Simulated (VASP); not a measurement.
# HfN (Pm-3m) in VASP: further runs

HfN is run at these levels: r2SCAN, PBEsol-based global hybrid; tasks: relaxation of cell and atoms, single point.

Everything below comes from runs of VASP 6.6.1. Logs are shortened: lines on timing, memory, paths and dates and some standing lists are left out, and cuts for length are marked.

## Step 1: The cell of the first run

It takes space group Pm-3m (No. 221, cubic). Conventional cell: a = 2.825 Å, b = 2.825 Å, c = 2.825 Å, α = 90.00°, β = 90.00°, γ = 90.00°. Hf (site symmetry m-3m) has 8 N at 2.45 Å and 6 Hf at 2.83 Å within 3.2 Å. Within 3.2 Å of N (site symmetry m-3m) lie 8 Hf at 2.45 Å and 6 N at 2.83 Å.

## Step 2: Relaxation of cell and atoms, r2SCAN, target pressure 10 GPa, at which the enthalpy is minimised

Contents of POSCAR:

```
HfN
1.0
    2.8250300000      0.0000000000      0.0000000000
    0.0000000000      2.8250300000      0.0000000000
    0.0000000000      0.0000000000      2.8250300000
Hf N
1 1
Direct
    0.5000000000      0.5000000000      0.5000000000
    0.0000000000      0.0000000000      0.0000000000
```

Contents of INCAR.step1:

```
SYSTEM = HfN
ALGO     = Normal         ! electronic algorithm
EDIFF    = 1E-4           ! SCF threshold, eV
ENCUT    = 600            ! plane-wave cutoff, eV
GGA      = PE             ! functional
ISMEAR   = -1             ! smearing method
LASPH    = .TRUE.         ! aspherical terms in the spheres
LCHARG   = .FALSE.        ! write CHGCAR
LREAL    = .FALSE.        ! projectors in reciprocal space
LWAVE    = .TRUE.         ! write WAVECAR
NELM     = 80             ! most SCF steps
PREC     = Accurate       ! precision mode
SIGMA    = 0.05           ! smearing width, eV
```

Contents of INCAR.step2:

```
SYSTEM = HfN
ALGO     = Normal         ! electronic algorithm
EDIFF    = 1E-6           ! SCF threshold, eV
EDIFFG   = -0.01          ! ionic threshold
ENCUT    = 600            ! plane-wave cutoff, eV
IBRION   = 2              ! ionic algorithm
ISIF     = 3              ! what is computed and relaxed
ISMEAR   = -1             ! smearing method
ISTART   = 1            
LASPH    = .TRUE.         ! aspherical terms in the spheres
LCHARG   = .FALSE.        ! write CHGCAR
LMIXTAU  = .TRUE.       
LREAL    = .FALSE.        ! projectors in reciprocal space
LWAVE    = .FALSE.        ! write WAVECAR
METAGGA  = R2SCAN         ! meta-GGA
NELM     = 80             ! most SCF steps
NSW      = 60             ! ionic steps
PREC     = Accurate       ! precision mode
PSTRESS  = 100.0        
SIGMA    = 0.05           ! smearing width, eV
```

Contents of KPOINTS:

```
k-points
0
G
  9 9 9
  0 0 0
```

Potentials or basis: VASP PAW PBE potentials, release 64 (Hf_pv, N).

Started as:

```
$ cat potpaw_PBE.64/Hf_pv/POTCAR potpaw_PBE.64/N/POTCAR > POTCAR
$ cp INCAR.step1 INCAR
$ mpirun -np 1 vasp_std > vasp.out
$ cp INCAR.step2 INCAR
$ mpirun -np 1 vasp_std > vasp.out
```

OUTCAR:

```text
SYSTEM = HfN
   EDIFF = 1E-6
   EDIFFG = -0.01
   ENCUT = 600
   IBRION = 2
   ISIF = 3
   ISMEAR = -1
   ISTART = 1
   LASPH = .TRUE.
   LREAL = .FALSE.
   METAGGA = R2SCAN
   NELM = 80
   NSW = 60
   PREC = Accurate
   PSTRESS = 100.0

 ion  position               nearest neighbor table
   1  0.500  0.500  0.500-   2 2.45   2 2.45   2 2.45   2 2.45   2 2.45   2 2.45   2 2.45   2 2.45

   2  0.000  0.000  0.000-   1 2.45   1 2.45   1 2.45   1 2.45   1 2.45   1 2.45   1 2.45   1 2.45

  LATTYP: Found a simple cubic cell.
 ALAT       =     2.8250300000

  Lattice vectors:

 A1 = (   2.8250300000,   0.0000000000,   0.0000000000)
 A2 = (   0.0000000000,   2.8250300000,   0.0000000000)
 A3 = (   0.0000000000,   0.0000000000,   2.8250300000)

Analysis of symmetry for initial positions (statically):
=====================================================================
 Subroutine PRICEL returns:
 Original cell was already a primitive cell.

 Routine SETGRP: Setting up the symmetry group for a
 simple cubic supercell.

 Subroutine GETGRP returns: Found 48 space group operations
 (whereof 48 operations were pure point group operations)
 out of a pool of 48 trial point group operations.

The static configuration has the point symmetry O_h .

Analysis of symmetry for dynamics (positions and initial velocities):
=====================================================================
 Subroutine PRICEL returns:
 Original cell was already a primitive cell.

 Routine SETGRP: Setting up the symmetry group for a
 simple cubic supercell.

 Subroutine GETGRP returns: Found 48 space group operations
 (whereof 48 operations were pure point group operations)
 out of a pool of 48 trial point group operations.

The dynamic configuration has the point symmetry O_h .

 Subroutine INISYM returns: Found 48 space group operations
 (whereof 48 operations are pure point group operations),
 and found     1 'primitive' translations

----------------------------------------------------------------------------------------

                                     Primitive cell

  volume of cell :      22.5460

  direct lattice vectors                    reciprocal lattice vectors
     2.825030000  0.000000000  0.000000000     0.353978542  0.000000000  0.000000000
     0.000000000  2.825030000  0.000000000     0.000000000  0.353978542  0.000000000
     0.000000000  0.000000000  2.825030000     0.000000000  0.000000000  0.353978542

  length of vectors
     2.825030000  2.825030000  2.825030000     0.353978542  0.353978542  0.353978542

  position of ions in fractional coordinates (direct lattice)
     0.500000000  0.500000000  0.500000000
     0.000000000  0.000000000  0.000000000

  ion indices of the primitive-cell ions
   primitive index   ion index
                 1           1
                 2           2

----------------------------------------------------------------------------------------

 KPOINTS: k-points

Automatic generation of k-mesh.
 Grid dimensions read from file:
 generate k-points for:    9    9    9

 Generating k-lattice:

  Cartesian coordinates                     Fractional coordinates (reciprocal lattice)
     0.039330949  0.000000000  0.000000000     0.111111111  0.000000000  0.000000000
     0.000000000  0.039330949  0.000000000     0.000000000  0.111111111  0.000000000
     0.000000000  0.000000000  0.039330949     0.000000000  0.000000000  0.111111111

  Length of vectors
     0.039330949  0.039330949  0.039330949

  Shift w.r.t. Gamma in fractional coordinates (k-lattice)
     0.000000000  0.000000000  0.000000000

 Subroutine IBZKPT returns following result:
 ===========================================

 Found     35 irreducible k-points:

 Following reciprocal coordinates:
            Coordinates               Weight
  0.000000  0.000000  0.000000      1.000000
  0.111111  0.000000  0.000000      6.000000
  0.222222  0.000000  0.000000      6.000000
  0.333333  0.000000  0.000000      6.000000
  0.444444  0.000000  0.000000      6.000000
  0.111111  0.111111  0.000000     12.000000
[... 16 lines left out ...]
  0.333333  0.333333  0.111111     24.000000
  0.444444  0.333333  0.111111     48.000000
 [... further k-points ...]
   k-points           NKPTS =     35   k-points in BZ     NKDIM =     35   number of bands    NBANDS=     11
   number of dos      NEDOS =    301   number of ions     NIONS =      2
   total plane-waves  NPLWV =  13824
   dimension x,y,z NGX =    24 NGY =   24 NGZ =   24
   dimension x,y,z NGXF=    48 NGYF=   48 NGZF=   48
   ions per type =               1   1
   NGX,Y,Z   is equivalent  to a cutoff of  14.12, 14.12, 14.12 a.u.
   NGXF,Y,Z  is equivalent  to a cutoff of  28.25, 28.25, 28.25 a.u.
 SYSTEM =  HfN
   PREC   = accura    normal or accurate (medium, high low for compatibility)
   ISTART =      1    job   : 0-new  1-cont  2-samecut
   ICHARG =      0    charge: 1-file 2-atom 10-const
   ISPIN  =      1    spin polarized calculation?
   LNONCOLLINEAR =      F non collinear calculations
   LSORBIT =      F    spin-orbit coupling
   LASPH  =      T    aspherical Exc in radial PAW
   ENCUT  =  600.0 eV  44.10 Ry    6.64 a.u.   5.64  5.64  5.64*2*pi/ulx,y,z
   NELM   =     80;   NELMIN=  2; NELMDL=  0     # of ELM steps
   EDIFF  = 0.1E-05   stopping-criterion for ELM
   LREAL  =      F    real-space projection
   EDIFFG = -.1E-01   stopping-criterion for IOM
   NSW    =     60    number of steps for IOM
   IBRION =      2    ionic relax: 0-MD 1-quasi-New 2-CG
   NFREE  =      1    steps in history (QN), initial steepest desc. (CG)
   ISIF   =      3    stress and relaxation
   ISYM   =      2    0-nonsym 1-usesym 2-fastsym
   POTIM  = 0.5000    time-step for ionic-motion
   TEBEG  =    0.0;   TEEND  =   0.0 temperature during run
   PSTRESS=  100.0 pullay stress
   NELECT =      15.0000    total number of electrons
   NUPDOWN=      -1.0000    fix difference up-down
   EMIN   =  10.00;   EMAX   =-10.00  energy-range for DOS
   EFERMI =   0.00;   METHOD = LEGACY
   ISMEAR =    -1;   SIGMA  =   0.05  broadening in eV -4-tet -1-fermi 0-gaus
   EFERMI_NEDOS =   21; number of points for ismear=-14 and -15
   IALGO  =     38    algorithm
   IMIX   =      4    mixing-type and parameters
     AMIX     =   0.40;   BMIX     =  1.00
     AMIX_MAG =   1.60;   BMIX_MAG =  1.00
  volume/ion in A,a.u.               =      11.27        76.07
  Fermi-wavevector in a.u.,A,eV,Ry     =   1.429164  2.700729 27.790047  2.042511
  Thomas-Fermi vector in A             =   2.549148
   LORBIT       =      0    0 simple, 1 ext, 2 COOP (PROOUT), +10 PAW based schemes
   METAGGA = R2SCAN    functional components
   LHFCALC =     F    Hartree Fock is set to
   AEXX    =    0.0000 exact exchange contribution
   IVDW    =     0    specifies the selected vdW correction
   LEPSILON=     F    determine dielectric tensor
   LRPA    =     F    only Hartree local field effects (RPA)
 conjugate gradient relaxation of ions
 non-spin polarized calculation
  energy-cutoff  :      600.00
  volume of cell :       22.55
 maximum number of plane-waves:       767
 NGX is ok and might be reduce to    24
   NGX = 11   NGY = 11   NGZ = 11

--------------------------------------- Ionic step        1  -------------------------------------------

 number of electron      15.0000000 magnetization

 Free energy of the ion-electron system (eV)
  ---------------------------------------------------
  ext. energy  EPLUGINS =         0.00000000
  ---------------------------------------------------
  free energy    TOTEN  =       -56.15052433 eV

  energy without entropy =      -56.14034087  energy(sigma->0) =      -56.14543260

------------------------ aborting loop because EDIFF is reached ----------------------------------------

  FORCE on cell =-STRESS in cart. coord.  units (eV):
  Direction    XX          YY          ZZ          XY          YZ          ZX
  --------------------------------------------------------------------------------------
  -------------------------------------------------------------------------------------
  Total       -1.1078931     -1.1078931     -1.1078931     -0.0000000     -0.0000000      0.0000000
  in kB      -78.7298190    -78.7298190    -78.7298190     -0.0000000     -0.0000000      0.0000000
  external PRESSURE =    -178.7298190 kB  Pullay stress =     100.0000000 kB

 VOLUME and BASIS-vectors are now :
 -----------------------------------------------------------------------------
  energy-cutoff  :      600.00
  volume of cell :       22.55
      direct lattice vectors                 reciprocal lattice vectors
     2.825030000  0.000000000  0.000000000     0.353978542  0.000000000  0.000000000
     0.000000000  2.825030000  0.000000000     0.000000000  0.353978542  0.000000000
     0.000000000  0.000000000  2.825030000     0.000000000  0.000000000  0.353978542
[... 84 lines left out ...]
  FREE ENERGIE OF THE ION-ELECTRON SYSTEM (eV)
  ---------------------------------------------------
  free  energy   TOTEN  =       -56.1486013261 eV

  energy  without entropy=      -56.1392574309  energy(sigma->0) =      -56.14392938

  enthalpy is  TOTEN    =       -54.8304635904 eV   P V=        1.3181377357

--------------------------------------- Ionic step        4  -------------------------------------------

 number of electron      15.0000003 magnetization

 Free energy of the ion-electron system (eV)
  ---------------------------------------------------
  ext. energy  EPLUGINS =         0.00000000
  ---------------------------------------------------
  free energy    TOTEN  =       -56.14563701 eV

  energy without entropy =      -56.13632267  energy(sigma->0) =      -56.14097984

 E-fermi :   8.0857     XC(G=0): -14.1755

 val. band max:        8.0078548913   @ k =   0.1111   0.1111   0.0000
 cond. band min:       8.1623469003   @ k =   0.2222   0.2222   0.1111
 fundamental gap:      0.1544920090
 Fermi energy:         8.0857369761

 k-point     1 :       0.0000    0.0000    0.0000
  band No.  band energies     occupation
      1     -23.1954      2.00000
      2     -23.1954      2.00000
      3     -23.1954      2.00000
      4      -9.5152      2.00000
      5       5.3460      2.00000
      6       5.3460      2.00000
      7       6.7736      2.00000
      8       6.7736      2.00000
      9       6.7736      2.00000
     10      12.8308      0.00000
     11      15.0486      0.00000

 k-point     2 :       0.1111    0.0000    0.0000
  band No.  band energies     occupation
      1     -23.4113      2.00000
      2     -23.1767      2.00000
      3     -23.1767      2.00000
      4      -9.2461      2.00000
      5       4.6147      2.00000
      6       5.4776      2.00000
      7       6.5522      2.00000
      8       6.5522      2.00000
      9       7.3119      2.00000
     10      13.6027      0.00000
     11      15.1232      0.00000
[... 295 lines left out ...]
 k-point    24 :       0.4444    0.3333    0.1111
  band No.  band energies     occupation
      1     -24.5219      2.00000
      2     -24.1477      2.00000
      3     -23.1110      2.00000
      4      -7.2729      2.00000
      5       2.2541      2.00000
      6       3.2830      2.00000
      7       6.0026      2.00000
      8       8.2034      0.17361
      9      11.7324      0.00000
     10      12.1928      0.00000
     11      14.2252      0.00000

 [... further k-points ...]

------------------------ aborting loop because EDIFF is reached ----------------------------------------

  FORCE on cell =-STRESS in cart. coord.  units (eV):
  Direction    XX          YY          ZZ          XY          YZ          ZX
  --------------------------------------------------------------------------------------
  -------------------------------------------------------------------------------------
  Total        1.3005311      1.3005311      1.3005311     -0.0000000     -0.0000000     -0.0000000
  in kB       98.8956659     98.8956659     98.8956659     -0.0000000     -0.0000000     -0.0000000
  external PRESSURE =      -1.1043341 kB  Pullay stress =     100.0000000 kB

 VOLUME and BASIS-vectors are now :
 -----------------------------------------------------------------------------
  energy-cutoff  :      600.00
  volume of cell :       21.07
      direct lattice vectors                 reciprocal lattice vectors
     2.761964025  0.000000000  0.000000000     0.362061197  0.000000000  0.000000000
    -0.000000000  2.761964025 -0.000000000    -0.000000000  0.362061197  0.000000000
    -0.000000000 -0.000000000  2.761964025    -0.000000000  0.000000000  0.362061197

 POSITION                                       TOTAL-FORCE (eV/Angst)
 -----------------------------------------------------------------------------------
      1.38098      1.38098      1.38098        -0.000000     -0.000000      0.000000
      0.00000      0.00000      0.00000         0.000000      0.000000      0.000000
 -----------------------------------------------------------------------------------
    total drift:                                0.000000     -0.000000     -0.000000

  FREE ENERGIE OF THE ION-ELECTRON SYSTEM (eV)
  ---------------------------------------------------
  free  energy   TOTEN  =       -56.1456370099 eV

  energy  without entropy=      -56.1363226705  energy(sigma->0) =      -56.14097984

  enthalpy is  TOTEN    =       -54.8305833621 eV   P V=        1.3150536478

 reached required accuracy - stopping structural energy minimisation
```

Run time: 60 s. Hardware: 1 thread of Intel Xeon 6975P-C (Granite Rapids), shared host; peak memory 0.16 GiB.

Results:

* Free energy: -56.1456 eV
* Relaxed volume: 10.53 Å³/atom
* Relaxed cell: a = 2.762 Å, b = 2.762 Å, c = 2.762 Å, α = 90.00°, β = 90.00°, γ = 90.00°
* Space group after relaxing (to 0.05 Å): Pm-3m (No. 221)
* Energy change on relaxing (the enthalpy is what falls): +2.4 meV/atom
* Ionic steps: 4
* Pressure after relaxing: 9.9 GPa

The path:
| step | energy change (eV) | largest force (eV/Å) | pressure (GPa) | volume (Å³) |
| --- | --- | --- | --- | --- |
| 1 | 0.0000 | 0.0000 | -7.87 | 22.55 |
| 2 | 0.4643 | 0.0000 | 56.36 | 18.69 |
| 3 | 0.0019 | 0.0000 | 9.18 | 21.12 |
| 4 | 0.0049 | 0.0000 | 9.89 | 21.07 |

Final structure:
```
Hf N
1.0
     2.76196    0.00000    0.00000
     0.00000    2.76196    0.00000
     0.00000    0.00000    2.76196
Hf N
1 1
Direct
  0.50000 0.50000 0.50000
  0.00000 0.00000 0.00000
```

Caveat: the cell is relaxed towards a set pressure, so the enthalpy falls and the energy may rise; the PAW data sets were made with another functional, which shifts forces and pressure a little; spin-orbit coupling is left out, which moves the levels of the heavy elements.

(Continued in part 2 of 3.)
